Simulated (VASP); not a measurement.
PbS (Galena): single point with PBE

Crystal: PbS (Galena).

```
Pb S
1.0
     0.00000    2.90521    2.90521
     2.90521    0.00000    2.90521
     2.90521    2.90521    0.00000
Pb S
1 1
Direct
  0.00000 0.00000 0.00000
  0.50000 0.50000 0.50000
```

```yaml
Program: VASP 6.6.1
Task: single point
Functional: PBE
Potentials_or_basis: VASP PAW PBE potentials, release 64 (Pb_d, S)
Cutoff: 500 eV
k_mesh: 6 × 6 × 6
Occupations: methfessel-paxton, width 0.0149 eV
Spin: no spin polarisation
```

The pressure is 6.5 GPa and the band gap on the k mesh is 0.12 eV, direct.

Levels at points of the mesh, in eV from the valence-band top:
| k point | band 8 | band 9 | band 10 | band 11 | band 12 | band 13 |
| --- | --- | --- | --- | --- | --- | --- |
| (0.00, 0.00, 0.00) | -2.58 | -2.58 | -2.58 | 5.32 | 5.32 | 5.32 |
| (0.50, 0.00, 0.00) | -2.13 | -2.13 | 0.00 | 0.11 | 1.73 | 1.73 |
| (0.50, 0.50, 0.00) | -5.83 | -3.95 | -3.95 | 3.50 | 5.70 | 5.84 |

Run time: 13 s on 1 thread of Intel(R) Xeon(R) Platinum 8259CL CPU @ 2.50GHz (Skylake/Cascade Lake) (shared host), peak memory 0.17 GiB.

Caveat: spin-orbit coupling is left out, which moves the levels of the heavy elements. A k mesh can miss the band edges.
